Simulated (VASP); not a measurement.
# ZnSe (F-43m) in VASP: further runs

Runs on ZnSe. Level: PBEsol. Tasks: single point.

Program: VASP 6.6.1. These are calculated values, not measurements. Logs are shortened: lines on timing, memory, paths and dates and some standing lists are left out, and cuts for length are marked.

## 1. The cell of the first run

It takes space group F-43m (No. 216, cubic). The conventional cell has a = 5.665 Å, b = 5.665 Å, c = 5.665 Å, α = 90.00°, β = 90.00°, γ = 90.00°. Zn (site symmetry -43m) has 4 Se at 2.45 Å within 3.2 Å. Within 3.2 Å of Se (site symmetry -43m) lie 4 Zn at 2.45 Å.

## 2. Single point, PBEsol

INCAR reads:

```
  ALGO = Normal
  EDIFF = 1E-6
  ENCUT = 520
  GGA = PS
  ISIF = 2
  ISMEAR = 0
  LASPH = T
  LCHARG = F
  LREAL = F
  LWAVE = F
  NBANDS = 16
  NELM = 80
  PREC = Accurate
  SIGMA = 0.1
```

KPOINTS reads:

```
k-points
0
Gamma
  6 6 6
```

POSCAR reads:

```
ZnSe
1.0
    0.0000000000      2.8324425407      2.8324425407
    2.8324425407      0.0000000000      2.8324425407
    2.8324425407      2.8324425407      0.0000000000
Zn Se
1 1
Direct
    0.0000000000      0.0000000000      0.0000000000
    0.7500000000      0.7500000000      0.7500000000
```

Potentials or basis: VASP PAW PBE potentials, release 64 (Zn, Se).

Started as:

```sh
> cat potpaw_PBE.64/Zn/POTCAR potpaw_PBE.64/Se/POTCAR > POTCAR
> mpirun -np 1 vasp_std > vasp.out
```

OUTCAR:

```text
EDIFF = 1E-6
   ENCUT = 520
   GGA = PS
   ISIF = 2
   ISMEAR = 0
   LASPH = T
   LREAL = F
   NELM = 80
   PREC = Accurate

 ion  position               nearest neighbor table
   1  0.000  0.000  0.000-   2 2.45   2 2.45   2 2.45   2 2.45
   2  0.750  0.750  0.750-   1 2.45   1 2.45   1 2.45   1 2.45

  LATTYP: Found a face centered cubic cell.
 ALAT       =     5.6648850814

  Lattice vectors:

 A1 = (   0.0000000000,   2.8324425407,   2.8324425407)
 A2 = (   2.8324425407,   0.0000000000,   2.8324425407)
 A3 = (   2.8324425407,   2.8324425407,   0.0000000000)

Analysis of symmetry for initial positions (statically):
=====================================================================
 Subroutine PRICEL returns:
 Original cell was already a primitive cell.

 Routine SETGRP: Setting up the symmetry group for a
 face centered cubic supercell.

 Subroutine GETGRP returns: Found 24 space group operations
 (whereof 24 operations were pure point group operations)
 out of a pool of 48 trial point group operations.

The static configuration has the point symmetry T_d .

Analysis of symmetry for dynamics (positions and initial velocities):
=====================================================================
 Subroutine PRICEL returns:
 Original cell was already a primitive cell.

 Routine SETGRP: Setting up the symmetry group for a
 face centered cubic supercell.

 Subroutine GETGRP returns: Found 24 space group operations
 (whereof 24 operations were pure point group operations)
 out of a pool of 48 trial point group operations.

The dynamic configuration has the point symmetry T_d .

 Subroutine INISYM returns: Found 24 space group operations
 (whereof 24 operations are pure point group operations),
 and found     1 'primitive' translations

----------------------------------------------------------------------------------------

                                     Primitive cell

  volume of cell :      45.4478

  direct lattice vectors                    reciprocal lattice vectors
     0.000000000  2.832442541  2.832442541    -0.176526088  0.176526088  0.176526088
     2.832442541  0.000000000  2.832442541     0.176526088 -0.176526088  0.176526088
     2.832442541  2.832442541  0.000000000     0.176526088  0.176526088 -0.176526088

  length of vectors
     4.005678656  4.005678656  4.005678656     0.305752153  0.305752153  0.305752153

  position of ions in fractional coordinates (direct lattice)
     0.000000000  0.000000000  0.000000000
     0.750000000  0.750000000  0.750000000

  ion indices of the primitive-cell ions
   primitive index   ion index
                 1           1
                 2           2

----------------------------------------------------------------------------------------

 KPOINTS: k-points

Automatic generation of k-mesh.
 Grid dimensions read from file:
 generate k-points for:    6    6    6

 Generating k-lattice:

  Cartesian coordinates                     Fractional coordinates (reciprocal lattice)
    -0.029421015  0.029421015  0.029421015     0.166666667  0.000000000  0.000000000
     0.029421015 -0.029421015  0.029421015     0.000000000  0.166666667  0.000000000
     0.029421015  0.029421015 -0.029421015     0.000000000  0.000000000  0.166666667

  Length of vectors
     0.050958692  0.050958692  0.050958692

  Shift w.r.t. Gamma in fractional coordinates (k-lattice)
     0.000000000  0.000000000  0.000000000

 Subroutine IBZKPT returns following result:
 ===========================================

 Found     16 irreducible k-points:

 Following reciprocal coordinates:
            Coordinates               Weight
  0.000000  0.000000  0.000000      1.000000
  0.166667  0.000000  0.000000      8.000000
  0.333333  0.000000  0.000000      8.000000
  0.500000  0.000000  0.000000      4.000000
  0.166667  0.166667  0.000000      6.000000
  0.333333  0.166667  0.000000     24.000000
[... 8 lines left out ...]
 -0.333333  0.333333  0.166667     24.000000
 -0.333333  0.500000  0.166667     12.000000
   k-points           NKPTS =     16   k-points in BZ     NKDIM =     16   number of bands    NBANDS=     16
   number of dos      NEDOS =    301   number of ions     NIONS =      2
   total plane-waves  NPLWV =  27000
   dimension x,y,z NGX =    30 NGY =   30 NGZ =   30
   dimension x,y,z NGXF=    60 NGYF=   60 NGZF=   60
   ions per type =               1   1
   NGX,Y,Z   is equivalent  to a cutoff of  12.45, 12.45, 12.45 a.u.
   NGXF,Y,Z  is equivalent  to a cutoff of  24.90, 24.90, 24.90 a.u.
 SYSTEM =  unknown system
   PREC   = accura    normal or accurate (medium, high low for compatibility)
   ISTART =      0    job   : 0-new  1-cont  2-samecut
   ICHARG =      2    charge: 1-file 2-atom 10-const
   ISPIN  =      1    spin polarized calculation?
   LNONCOLLINEAR =      F non collinear calculations
   LSORBIT =      F    spin-orbit coupling
   LASPH  =      T    aspherical Exc in radial PAW
   ENCUT  =  520.0 eV  38.22 Ry    6.18 a.u.   7.45  7.45  7.45*2*pi/ulx,y,z
   NELM   =     80;   NELMIN=  2; NELMDL= -5     # of ELM steps
   EDIFF  = 0.1E-05   stopping-criterion for ELM
   LREAL  =      F    real-space projection
   EDIFFG = 0.1E-04   stopping-criterion for IOM
   NSW    =      0    number of steps for IOM
   IBRION =     -1    ionic relax: 0-MD 1-quasi-New 2-CG
   NFREE  =      0    steps in history (QN), initial steepest desc. (CG)
   ISIF   =      2    stress and relaxation
   ISYM   =      2    0-nonsym 1-usesym 2-fastsym
   POTIM  = 0.5000    time-step for ionic-motion
   TEBEG  =    0.0;   TEEND  =   0.0 temperature during run
   PSTRESS=    0.0 pullay stress
   NELECT =      18.0000    total number of electrons
   NUPDOWN=      -1.0000    fix difference up-down
   EMIN   =  10.00;   EMAX   =-10.00  energy-range for DOS
   EFERMI =   0.00;   METHOD = LEGACY
   ISMEAR =     0;   SIGMA  =   0.10  broadening in eV -4-tet -1-fermi 0-gaus
   EFERMI_NEDOS =   21; number of points for ismear=-14 and -15
   IALGO  =     38    algorithm
   IMIX   =      4    mixing-type and parameters
     AMIX     =   0.40;   BMIX     =  1.00
     AMIX_MAG =   1.60;   BMIX_MAG =  1.00
  volume/ion in A,a.u.               =      22.72       153.35
  Fermi-wavevector in a.u.,A,eV,Ry     =   1.202249  2.271922 19.665909  1.445404
  Thomas-Fermi vector in A             =   2.338036
   LORBIT       =      0    0 simple, 1 ext, 2 COOP (PROOUT), +10 PAW based schemes
   GGA     = PS    functional components
   LHFCALC =     F    Hartree Fock is set to
   AEXX    =    0.0000 exact exchange contribution
   IVDW    =     0    specifies the selected vdW correction
   LEPSILON=     F    determine dielectric tensor
   LRPA    =     F    only Hartree local field effects (RPA)
 non-spin polarized calculation
 Gauss-broadening in eV      SIGMA  =   0.10
  energy-cutoff  :      520.00
  volume of cell :       45.45
 maximum number of plane-waves:      1243
 NGX is ok and might be reduce to    30
   NGX = 15   NGY = 15   NGZ = 15

 number of electron      18.0000011 magnetization

 Free energy of the ion-electron system (eV)
  ---------------------------------------------------
  ext. energy  EPLUGINS =         0.00000000
  ---------------------------------------------------
  free energy    TOTEN  =        -6.76617894 eV

  energy without entropy =       -6.76617894  energy(sigma->0) =       -6.76617894

 E-fermi :   1.9542     XC(G=0):  -9.5313

 val. band max:        1.5042534813   @ k =   0.0000   0.0000   0.0000
 cond. band min:       2.6787635127   @ k =   0.0000   0.0000   0.0000
 fundamental gap:      1.1745100314
 Fermi energy:         1.9541813873

 k-point     1 :       0.0000    0.0000    0.0000
  band No.  band energies     occupation
      1     -11.7905      2.00000
      2      -5.0604      2.00000
      3      -5.0604      2.00000
      4      -5.0604      2.00000
      5      -4.6879      2.00000
      6      -4.6879      2.00000
[... 8 lines left out ...]
     15      12.9328      0.00000
     16      12.9328      0.00000

 k-point     2 :       0.1667    0.0000    0.0000
  band No.  band energies     occupation
      1     -11.6140      2.00000
      2      -5.0463      2.00000
      3      -5.0336      2.00000
      4      -5.0336      2.00000
      5      -4.6897      2.00000
      6      -4.6897      2.00000
[... 8 lines left out ...]
     15      11.8884      0.00000
     16      12.3461      0.00000

 k-point     3 :       0.3333    0.0000    0.0000
  band No.  band energies     occupation
      1     -11.2171      2.00000
      2      -4.9887      2.00000
      3      -4.9887      2.00000
      4      -4.8962      2.00000
      5      -4.6815      2.00000
      6      -4.6815      2.00000
[... 8 lines left out ...]
     15      12.4826      0.00000
     16      12.4826      0.00000

 k-point     4 :       0.5000    0.0000    0.0000
  band No.  band energies     occupation
      1     -10.9900      2.00000
      2      -4.9725      2.00000
      3      -4.9725      2.00000
      4      -4.6693      2.00000
      5      -4.6693      2.00000
      6      -4.5290      2.00000
[... 8 lines left out ...]
     15      14.5553      0.00000
     16      14.5553      0.00000
[... 172 lines left out ...]
 k-point    14 :       0.5000    0.3333    0.1667
  band No.  band energies     occupation
      1     -10.9414      2.00000
      2      -4.9708      2.00000
      3      -4.9220      2.00000
      4      -4.8221      2.00000
      5      -4.6719      2.00000
      6      -4.6226      2.00000
[... 8 lines left out ...]
     15      14.2959      0.00000
     16      15.7573      0.00000

 k-point    15 :      -0.3333    0.3333    0.1667
  band No.  band energies     occupation
      1     -10.7862      2.00000
      2      -4.9495      2.00000
      3      -4.8923      2.00000
      4      -4.7250      2.00000
      5      -4.6948      2.00000
      6      -4.4432      2.00000
[... 8 lines left out ...]
     15      14.4593      0.00000
     16      15.4906      0.00000

 k-point    16 :      -0.3333    0.5000    0.1667
  band No.  band energies     occupation
      1     -10.7144      2.00000
      2      -4.9672      2.00000
      3      -4.8426      2.00000
      4      -4.7700      2.00000
      5      -4.6737      2.00000
      6      -4.4153      2.00000
[... 8 lines left out ...]
     15      15.2335      0.00000
     16      15.5676      0.00000

------------------------ aborting loop because EDIFF is reached ----------------------------------------

  FORCE on cell =-STRESS in cart. coord.  units (eV):
  Direction    XX          YY          ZZ          XY          YZ          ZX
  --------------------------------------------------------------------------------------
  -------------------------------------------------------------------------------------
  Total       -0.2182150     -0.2182150     -0.2182150      0.0000000     -0.0000000     -0.0000000
  in kB       -7.6927547     -7.6927547     -7.6927547      0.0000000     -0.0000000     -0.0000000
  external PRESSURE =      -7.6927547 kB  Pullay stress =       0.0000000 kB

 VOLUME and BASIS-vectors are now :
 -----------------------------------------------------------------------------
  energy-cutoff  :      520.00
  volume of cell :       45.45
      direct lattice vectors                 reciprocal lattice vectors
     0.000000000  2.832442541  2.832442541    -0.176526088  0.176526088  0.176526088
     2.832442541  0.000000000  2.832442541     0.176526088 -0.176526088  0.176526088
     2.832442541  2.832442541  0.000000000     0.176526088  0.176526088 -0.176526088

 POSITION                                       TOTAL-FORCE (eV/Angst)
 -----------------------------------------------------------------------------------
      0.00000      0.00000      0.00000        -0.000000     -0.000000     -0.000000
      4.24866      4.24866      4.24866         0.000000      0.000000      0.000000
 -----------------------------------------------------------------------------------
    total drift:                               -0.000000     -0.000000      0.000000

  FREE ENERGIE OF THE ION-ELECTRON SYSTEM (eV)
  ---------------------------------------------------
  free  energy   TOTEN  =        -6.7661789378 eV

  energy  without entropy=       -6.7661789378  energy(sigma->0) =       -6.76617894
```

Run time: 12 s. Hardware: 1 thread of AMD EPYC 7R13 (Zen 3), shared host; peak memory 0.14 GiB.

What came out:

```
Free energy            : -6.7662 eV
Pressure               : -0.8 GPa
Band gap on the k mesh : 1.17 eV, direct
```

Levels at points of the mesh, in eV from the valence-band top:
| k point | band 5 | band 6 | band 7 | band 8 | band 9 | band 10 | band 11 | band 12 | band 13 | band 14 |
| --- | --- | --- | --- | --- | --- | --- | --- | --- | --- | --- |
| (0.00, 0.00, 0.00) | -6.19 | -6.19 | 0.00 | 0.00 | 0.00 | 1.17 | 5.73 | 5.73 | 5.73 | 9.74 |
| (0.50, 0.00, 0.00) | -6.17 | -6.03 | -5.29 | -0.88 | -0.88 | 2.45 | 6.30 | 6.30 | 8.41 | 10.81 |
| (0.50, 0.50, 0.00) | -6.14 | -6.01 | -4.80 | -2.21 | -2.21 | 2.83 | 3.37 | 10.62 | 11.18 | 11.18 |

Caveat: the PAW data sets were made with another functional, which shifts forces and pressure a little.

[end of part 1 of 2]
